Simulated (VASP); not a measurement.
# C (P6/mmm) in VASP: further runs, part 2 of 2

VASP 6.6.1.

### Step 3. Single point, r2SCAN

This run uses another cell than the first one, of the same volume but with other edges.

POSCAR

```
C
1.0
    2.3113446157      0.0000000000      0.0000000000
   -1.1556723079      2.0016831541      0.0000000000
    0.0000000000      0.0000000000      9.6254472778
C
2
Direct
    0.3333333333      0.6666666667      0.0000000000
    0.6666666667      0.3333333333      0.0000000000
```

INCAR.step1

```
PREC = Accurate
ENCUT = 520
ISMEAR = 0
SIGMA = 0.15
LREAL = False
LASPH = True
NELM = 60
NBANDS = 11
GGA = PE
ALGO = Normal
EDIFF = 1E-4
LWAVE = True
LCHARG = False
```

INCAR.step2

```
PREC = Accurate
ENCUT = 520
EDIFF = 1E-6
ISMEAR = 0
SIGMA = 0.15
LREAL = False
LASPH = True
NELM = 60
ALGO = Normal
ISIF = 2
LWAVE = False
LCHARG = False
METAGGA = R2SCAN
LMIXTAU = True
NBANDS = 11
ISTART = 1
```

KPOINTS

```
Automatic mesh
0
Gamma
  24 24 6
```

Potentials or basis: VASP PAW PBE potentials, release 64 (C).

The run is started by

```bash
$ cat potpaw_PBE.64/C/POTCAR > POTCAR
$ cp INCAR.step1 INCAR
$ mpirun -np 1 vasp_std > vasp.out
$ cp INCAR.step2 INCAR
$ mpirun -np 1 vasp_std > vasp.out
```

OUTCAR:

```text
PREC = Accurate
   ENCUT = 520
   EDIFF = 1E-6
   ISMEAR = 0
   LREAL = False
   LASPH = True
   NELM = 60
   ISIF = 2
   METAGGA = R2SCAN
   ISTART = 1

 ion  position               nearest neighbor table
   1  0.333  0.667  0.000-   2 1.33   2 1.33   2 1.33
   2  0.667  0.333  0.000-   1 1.33   1 1.33   1 1.33

  LATTYP: Found a hexagonal cell.
 ALAT       =     2.3113446157
 C/A-ratio  =     4.1644362387

  Lattice vectors:

 A1 = (   2.3113446157,   0.0000000000,   0.0000000000)
 A2 = (  -1.1556723079,   2.0016831541,   0.0000000000)
 A3 = (   0.0000000000,   0.0000000000,   9.6254472778)

Analysis of symmetry for initial positions (statically):
=====================================================================
 Subroutine PRICEL returns:
 Original cell was already a primitive cell.

 Routine SETGRP: Setting up the symmetry group for a
 hexagonal supercell.

 Subroutine GETGRP returns: Found 24 space group operations
 (whereof 24 operations were pure point group operations)
 out of a pool of 24 trial point group operations.

The static configuration has the point symmetry D_6h.

Analysis of symmetry for dynamics (positions and initial velocities):
=====================================================================
 Subroutine PRICEL returns:
 Original cell was already a primitive cell.

 Routine SETGRP: Setting up the symmetry group for a
 hexagonal supercell.

 Subroutine GETGRP returns: Found 24 space group operations
 (whereof 24 operations were pure point group operations)
 out of a pool of 24 trial point group operations.

The dynamic configuration has the point symmetry D_6h.

 Subroutine INISYM returns: Found 24 space group operations
 (whereof 24 operations are pure point group operations),
 and found     1 'primitive' translations

----------------------------------------------------------------------------------------

                                     Primitive cell

  volume of cell :      44.5329

  direct lattice vectors                    reciprocal lattice vectors
     2.311344616  0.000000000  0.000000000     0.432648595  0.249789783  0.000000000
    -1.155672308  2.001683154  0.000000000     0.000000000  0.499579565  0.000000000
     0.000000000  0.000000000  9.625447278     0.000000000  0.000000000  0.103891276

  length of vectors
     2.311344616  2.311344616  9.625447278     0.499579565  0.499579565  0.103891276

  position of ions in fractional coordinates (direct lattice)
     0.333333333  0.666666667  0.000000000
     0.666666667  0.333333333  0.000000000

  ion indices of the primitive-cell ions
   primitive index   ion index
                 1           1
                 2           2

----------------------------------------------------------------------------------------

 KPOINTS: Automatic mesh

Automatic generation of k-mesh.
 Grid dimensions read from file:
 generate k-points for:   24   24    6

 Generating k-lattice:

  Cartesian coordinates                     Fractional coordinates (reciprocal lattice)
     0.018027025  0.010407908  0.000000000     0.041666667 -0.000000000  0.000000000
     0.000000000  0.020815815  0.000000000     0.000000000  0.041666667  0.000000000
     0.000000000  0.000000000  0.017315213     0.000000000  0.000000000  0.166666667

  Length of vectors
     0.020815815  0.020815815  0.017315213

  Shift w.r.t. Gamma in fractional coordinates (k-lattice)
     0.000000000  0.000000000  0.000000000

 Subroutine IBZKPT returns following result:
 ===========================================

 Found    244 irreducible k-points:

 Following reciprocal coordinates:
            Coordinates               Weight
  0.000000  0.000000  0.000000      1.000000
  0.041667 -0.000000  0.000000      6.000000
  0.083333 -0.000000  0.000000      6.000000
  0.125000  0.000000  0.000000      6.000000
  0.166667  0.000000  0.000000      6.000000
  0.208333  0.000000  0.000000      6.000000
[... 16 lines left out ...]
  0.416667  0.041667  0.000000     12.000000
  0.458333  0.041667  0.000000     12.000000
 [... further k-points ...]
   k-points           NKPTS =    244   k-points in BZ     NKDIM =    244   number of bands    NBANDS=     11
   number of dos      NEDOS =    301   number of ions     NIONS =      2
   total plane-waves  NPLWV =  23328
   dimension x,y,z NGX =    18 NGY =   18 NGZ =   72
   dimension x,y,z NGXF=    36 NGYF=   36 NGZF=  144
   ions per type =               2
   NGX,Y,Z   is equivalent  to a cutoff of  12.95, 12.95, 12.44 a.u.
   NGXF,Y,Z  is equivalent  to a cutoff of  25.89, 25.89, 24.87 a.u.
 SYSTEM =  unknown system
   PREC   = accura    normal or accurate (medium, high low for compatibility)
   ISTART =      1    job   : 0-new  1-cont  2-samecut
   ICHARG =      0    charge: 1-file 2-atom 10-const
   ISPIN  =      1    spin polarized calculation?
   LNONCOLLINEAR =      F non collinear calculations
   LSORBIT =      F    spin-orbit coupling
   LASPH  =      T    aspherical Exc in radial PAW
   ENCUT  =  520.0 eV  38.22 Ry    6.18 a.u.   4.30  4.30 17.90*2*pi/ulx,y,z
   NELM   =     60;   NELMIN=  2; NELMDL=  0     # of ELM steps
   EDIFF  = 0.1E-05   stopping-criterion for ELM
   LREAL  =      F    real-space projection
[... 7 lines left out ...]
   TEBEG  =    0.0;   TEEND  =   0.0 temperature during run
   PSTRESS=    0.0 pullay stress
   NELECT =       8.0000    total number of electrons
   NUPDOWN=      -1.0000    fix difference up-down
   EMIN   =  10.00;   EMAX   =-10.00  energy-range for DOS
   EFERMI =   0.00;   METHOD = LEGACY
   ISMEAR =     0;   SIGMA  =   0.15  broadening in eV -4-tet -1-fermi 0-gaus
   EFERMI_NEDOS =   21; number of points for ismear=-14 and -15
   IALGO  =     38    algorithm
   IMIX   =      4    mixing-type and parameters
     AMIX     =   0.40;   BMIX     =  1.00
     AMIX_MAG =   1.60;   BMIX_MAG =  1.00
  volume/ion in A,a.u.               =      22.27       150.26
  Fermi-wavevector in a.u.,A,eV,Ry     =   0.923729  1.745594 11.609511  0.853275
  Thomas-Fermi vector in A             =   2.049397
   LORBIT       =      0    0 simple, 1 ext, 2 COOP (PROOUT), +10 PAW based schemes
   METAGGA = R2SCAN    functional components
   LHFCALC =     F    Hartree Fock is set to
   AEXX    =    0.0000 exact exchange contribution
   IVDW    =     0    specifies the selected vdW correction
   LEPSILON=     F    determine dielectric tensor
   LRPA    =     F    only Hartree local field effects (RPA)
 non-spin polarized calculation
 Gauss-broadening in eV      SIGMA  =   0.15
  energy-cutoff  :      520.00
  volume of cell :       44.53
 maximum number of plane-waves:      1236
 NGX is ok and might be reduce to    18

 number of electron       8.0000000 magnetization

 Free energy of the ion-electron system (eV)
  ---------------------------------------------------
  ext. energy  EPLUGINS =         0.00000000
  ---------------------------------------------------
  free energy    TOTEN  =       -19.25922242 eV

  energy without entropy =      -19.25863472  energy(sigma->0) =      -19.25892857

 E-fermi :  -0.3329     XC(G=0):  -4.5936

 val. band max:       -0.3329480146   @ k =   0.3333   0.3333   0.3333
 cond. band min:      -0.3329464760   @ k =   0.3333   0.3333   0.1667
 fundamental gap:      0.0000015385
 Fermi energy:        -0.3329473366

 k-point     1 :       0.0000    0.0000    0.0000
  band No.  band energies     occupation
      1     -22.7840      2.00000
      2      -9.8482      2.00000
      3      -3.4575      2.00000
      4      -3.4575      2.00000
      5       2.5287      0.00000
      6       4.3598      0.00000
      7       5.4875      0.00000
      8       9.6523      0.00000
      9       9.6523      0.00000
     10      10.8469      0.00000
     11      12.6795      0.00000

 k-point     2 :       0.0417   -0.0000    0.0000
  band No.  band energies     occupation
      1     -22.7356      2.00000
      2      -9.7880      2.00000
      3      -3.6549      2.00000
      4      -3.5740      2.00000
      5       2.5928      0.00000
      6       4.4237      0.00000
      7       5.5502      0.00000
      8       9.6910      0.00000
      9       9.8816      0.00000
     10      10.9082      0.00000
     11      12.7482      0.00000
[... 295 lines left out ...]
 k-point    24 :       0.4583    0.0417    0.0000
  band No.  band energies     occupation
      1     -16.6053      2.00000
      2     -15.3713      2.00000
      3      -7.8720      2.00000
      4      -3.3118      2.00000
      5       1.6425      0.00000
      6       9.6076      0.00000
      7      11.0511      0.00000
      8      12.5470      0.00000
      9      12.7352      0.00000
     10      13.9218      0.00000
     11      14.1992      0.00000

 [... further k-points ...]
[... 5 lines left out ...]
  --------------------------------------------------------------------------------------
  -------------------------------------------------------------------------------------
  Total        9.8922219      9.8922219     -0.0164068     -0.0000000      0.0000000      0.0000000
  in kB      355.8963029    355.8963029     -0.5902747     -0.0000000      0.0000000      0.0000000
  external PRESSURE =     237.0674437 kB  Pullay stress =       0.0000000 kB

 VOLUME and BASIS-vectors are now :
 -----------------------------------------------------------------------------
  energy-cutoff  :      520.00
  volume of cell :       44.53
      direct lattice vectors                 reciprocal lattice vectors
     2.311344616  0.000000000  0.000000000     0.432648595  0.249789783  0.000000000
    -1.155672308  2.001683154  0.000000000     0.000000000  0.499579565  0.000000000
     0.000000000  0.000000000  9.625447278     0.000000000  0.000000000  0.103891276

 POSITION                                       TOTAL-FORCE (eV/Angst)
 -----------------------------------------------------------------------------------
     -0.00000      1.33446      0.00000         0.000000      0.000000      0.000000
      1.15567      0.66723      0.00000        -0.000000     -0.000000      0.000000
 -----------------------------------------------------------------------------------
    total drift:                                0.000000     -0.000000      0.000000

  FREE ENERGIE OF THE ION-ELECTRON SYSTEM (eV)
  ---------------------------------------------------
  free  energy   TOTEN  =       -19.2592224211 eV

  energy  without entropy=      -19.2586347236  energy(sigma->0) =      -19.25892857
```

OUTCAR.step1:

```text
PREC = Accurate
   ENCUT = 520
   ISMEAR = 0
   LREAL = False
   LASPH = True
[... 559 lines left out ...]
     -0.00000      1.33446      0.00000        -0.000000     -0.000000      0.000000
      1.15567      0.66723      0.00000         0.000000      0.000000     -0.000000
 -----------------------------------------------------------------------------------
    total drift:                                0.000000     -0.000000      0.000000

  FREE ENERGIE OF THE ION-ELECTRON SYSTEM (eV)
  ---------------------------------------------------
  free  energy   TOTEN  =       -17.8030904429 eV

  energy  without entropy=      -17.8025027454  energy(sigma->0) =      -17.80279659
```

Run time: 4.5 min. Hardware: 1 thread of Intel Xeon Platinum 8375C at 2.90GHz (Ice Lake), shared host; peak memory 0.23 GiB.

What came out:

- Free energy: -19.2592 eV
- Band gap on the k mesh: zero (filled and empty bands touch)

Caveat: there is no dipole correction, which matters where the two faces differ; the PAW data sets were made with another functional, which shifts forces and pressure a little.

### Step 4. Single point, r2SCAN

This run uses another cell than the first one, of the same volume but with other edges.

POSCAR

```
C
1.0
    2.5253941810      0.0000000000      0.0000000000
   -1.2626970905      2.1870555153      0.0000000000
    0.0000000000      0.0000000000      8.0629130006
C
2
Direct
    0.3333333333      0.6666666667      0.0000000000
    0.6666666667      0.3333333333      0.0000000000
```

INCAR.step1

```
SYSTEM = C
PREC = Accurate
ENCUT = 520
ISMEAR = 0
SIGMA = 0.15
LREAL = .FALSE.
LASPH = .TRUE.
NELM = 60
NBANDS = 11
GGA = PE
ALGO = Normal
EDIFF = 1E-4
LWAVE = .TRUE.
LCHARG = .FALSE.
```

INCAR.step2

```
SYSTEM = C
PREC = Accurate
ENCUT = 520
EDIFF = 1E-6
ISMEAR = 0
SIGMA = 0.15
LREAL = .FALSE.
LASPH = .TRUE.
NELM = 60
ALGO = Normal
ISIF = 2
LWAVE = .FALSE.
LCHARG = .FALSE.
METAGGA = R2SCAN
LMIXTAU = .TRUE.
NBANDS = 11
ISTART = 1
```

KPOINTS

```
regular mesh
0
G
  24 24 6
  0 0 0
```

The run is started by

```bash
$ cat potpaw_PBE.64/C/POTCAR > POTCAR
$ cp INCAR.step1 INCAR
$ mpirun -np 1 vasp_std > vasp.out
$ cp INCAR.step2 INCAR
$ mpirun -np 1 vasp_std > vasp.out
```

Wall time 3.4 min (1 thread of Intel Xeon Platinum 8375C at 2.90GHz (Ice Lake), shared host); peak memory 0.23 GiB.

It converged, with:

```
Free energy            : -19.7448 eV
Band gap on the k mesh : zero (filled and empty bands touch)
```

Levels at points of the mesh, in eV from the Fermi level:
| k point | band 2 | band 3 | band 4 | band 5 | band 6 | band 7 |
| --- | --- | --- | --- | --- | --- | --- |
| (0.00, 0.00, 0.00) | -7.57 | -3.25 | -3.25 | 3.65 | 6.42 | 8.18 |
| (0.50, 0.00, 0.00) | -13.56 | -6.60 | -2.37 | 1.76 | 6.93 | 11.30 |
| (0.00, 0.00, 0.50) | -7.57 | -3.25 | -3.25 | 4.55 | 4.55 | 8.18 |
| (0.50, 0.00, 0.50) | -13.56 | -6.60 | -2.37 | 1.76 | 6.93 | 12.02 |

Caveat: there is no dipole correction, which matters where the two faces differ; the PAW data sets were made with another functional, which shifts forces and pressure a little.

### Step 5. Single point, r2SCAN

This run uses another cell than the first one, of the same volume but with other edges.

POSCAR

```
C
1.0
    2.3793640170      0.0000000000      0.0000000000
   -1.1896820085      2.0605896836      0.0000000000
    0.0000000000      0.0000000000      9.0829839262
C
2
Direct
    0.3333333333      0.6666666667      0.0000000000
    0.6666666667      0.3333333333      0.0000000000
```

INCAR.step1

```
ALGO     = Normal         # electronic algorithm
EDIFF    = 1E-4           # SCF threshold, eV
ENCUT    = 520            # plane-wave cutoff, eV
GGA      = PE             # functional
ISMEAR   = 0              # smearing method
LASPH    = True           # aspherical terms in the spheres
LCHARG   = False          # write CHGCAR
LREAL    = False          # projectors in reciprocal space
LWAVE    = True           # write WAVECAR
NBANDS   = 11             # bands
NELM     = 100            # most SCF steps
PREC     = Accurate       # precision mode
SIGMA    = 0.15           # smearing width, eV
```

INCAR.step2

```
ALGO     = Normal         # electronic algorithm
EDIFF    = 1E-6           # SCF threshold, eV
ENCUT    = 520            # plane-wave cutoff, eV
ISIF     = 2              # what is computed and relaxed
ISMEAR   = 0              # smearing method
ISTART   = 1            
LASPH    = True           # aspherical terms in the spheres
LCHARG   = False          # write CHGCAR
LMIXTAU  = True         
LREAL    = False          # projectors in reciprocal space
LWAVE    = False          # write WAVECAR
METAGGA  = R2SCAN         # meta-GGA
NBANDS   = 11             # bands
NELM     = 100            # most SCF steps
PREC     = Accurate       # precision mode
SIGMA    = 0.15           # smearing width, eV
```

KPOINTS

```
k-points
0
Gamma
  24 24 6
```

Potentials or basis: VASP PAW PBE potentials, release 64 (C).

The run is started by

```bash
$ cat potpaw_PBE.64/C/POTCAR > POTCAR
$ cp INCAR.step1 INCAR
$ mpirun -np 1 vasp_std > vasp.out
$ cp INCAR.step2 INCAR
$ mpirun -np 1 vasp_std > vasp.out
```

OUTCAR:

```text
EDIFF = 1E-6
   ENCUT = 520
   ISIF = 2
   ISMEAR = 0
   ISTART = 1
   LASPH = True
   LREAL = False
   METAGGA = R2SCAN
   NELM = 100
   PREC = Accurate

 ion  position               nearest neighbor table
   1  0.333  0.667  0.000-   2 1.37   2 1.37   2 1.37
   2  0.667  0.333  0.000-   1 1.37   1 1.37   1 1.37

  LATTYP: Found a hexagonal cell.
 ALAT       =     2.3793640170
 C/A-ratio  =     3.8173998856

  Lattice vectors:

 A1 = (   2.3793640170,   0.0000000000,   0.0000000000)
[... 513 lines left out ...]
      5       1.4090      0.00000
      6       8.4425      0.00000
      7      10.6184      0.00000
      8      12.0332      0.00000
      9      12.4517      0.00000
     10      13.8455      0.00000
     11      13.8472      0.00000

 [... further k-points ...]
[... 5 lines left out ...]
  --------------------------------------------------------------------------------------
  -------------------------------------------------------------------------------------
  Total        4.9012881      4.9012881     -0.0156577     -0.0000000     -0.0000000      0.0000000
  in kB      176.3355408    176.3355408     -0.5633217     -0.0000000     -0.0000000      0.0000000
  external PRESSURE =     117.3692533 kB  Pullay stress =       0.0000000 kB

 VOLUME and BASIS-vectors are now :
 -----------------------------------------------------------------------------
  energy-cutoff  :      520.00
  volume of cell :       44.53
      direct lattice vectors                 reciprocal lattice vectors
     2.379364017  0.000000000  0.000000000     0.420280374  0.242648987  0.000000000
    -1.189682008  2.060589684  0.000000000     0.000000000  0.485297975  0.000000000
     0.000000000  0.000000000  9.082983926     0.000000000  0.000000000  0.110095978

 POSITION                                       TOTAL-FORCE (eV/Angst)
 -----------------------------------------------------------------------------------
     -0.00000      1.37373      0.00000         0.000000      0.000000      0.000000
      1.18968      0.68686      0.00000        -0.000000     -0.000000      0.000000
 -----------------------------------------------------------------------------------
    total drift:                                0.000000     -0.000000     -0.000000

  FREE ENERGIE OF THE ION-ELECTRON SYSTEM (eV)
  ---------------------------------------------------
  free  energy   TOTEN  =       -19.6863408261 eV

  energy  without entropy=      -19.6857531286  energy(sigma->0) =      -19.68604698
```

Run time: 5 min. Hardware: 1 thread of Intel Xeon Platinum 8375C at 2.90GHz (Ice Lake), shared host; peak memory 0.22 GiB.

Results:

| Property | Result |
| --- | --- |
| Free energy | -19.6863 eV |
| Band gap on the k mesh | zero (filled and empty bands touch) |

Levels at points of the mesh, in eV from the Fermi level:
```csv
k point,band 1,band 2,band 3,band 4,band 5,band 6,band 7,band 8,band 9
"(0.00, 0.00, 0.00)",-21.68,-8.84,-3.19,-3.19,3.12,5.21,6.49,9.35,9.35
"(0.50, 0.00, 0.00)",-15.69,-14.76,-7.14,-2.74,1.85,8.76,11.76,11.84,13.45
"(0.00, 0.00, 0.50)",-21.68,-8.84,-3.19,-3.19,3.67,3.89,8.36,9.35,9.35
"(0.50, 0.00, 0.50)",-15.69,-14.76,-7.14,-2.74,1.84,8.76,12.19,12.31,12.54
```

Caveat: there is no dipole correction, which matters where the two faces differ; the PAW data sets were made with another functional, which shifts forces and pressure a little.

### Step 6. The runs side by side

| cell | gap on the mesh (eV) |
| --- | --- |
| a = 2.593, b = 2.593, c = 7.649 Å, angles 90.0, 90.0, 120.0°, 2 atoms | none |
| a = 2.311, b = 2.311, c = 9.625 Å, angles 90.0, 90.0, 120.0°, 2 atoms | none |
| a = 2.525, b = 2.525, c = 8.063 Å, angles 90.0, 90.0, 120.0°, 2 atoms | none |
| a = 2.379, b = 2.379, c = 9.083 Å, angles 90.0, 90.0, 120.0°, 2 atoms | none |

Alike in all rows: task single point; level r2SCAN; potentials or basis VASP PAW PBE potentials, release 64 (C); no spin polarisation; k mesh 24 × 24 × 6; cutoff (eV) 520; smearing gaussian 0.15 eV.

Caveats: the PAW data sets were made with another functional, which shifts forces and pressure a little; there is no dipole correction, which matters where the two faces differ (at least some runs); the stress differs along the axes, from -24 to -0 GPa (at least some runs).

Total energies depend on the potentials used, so only differences within one code and one set of settings carry meaning.
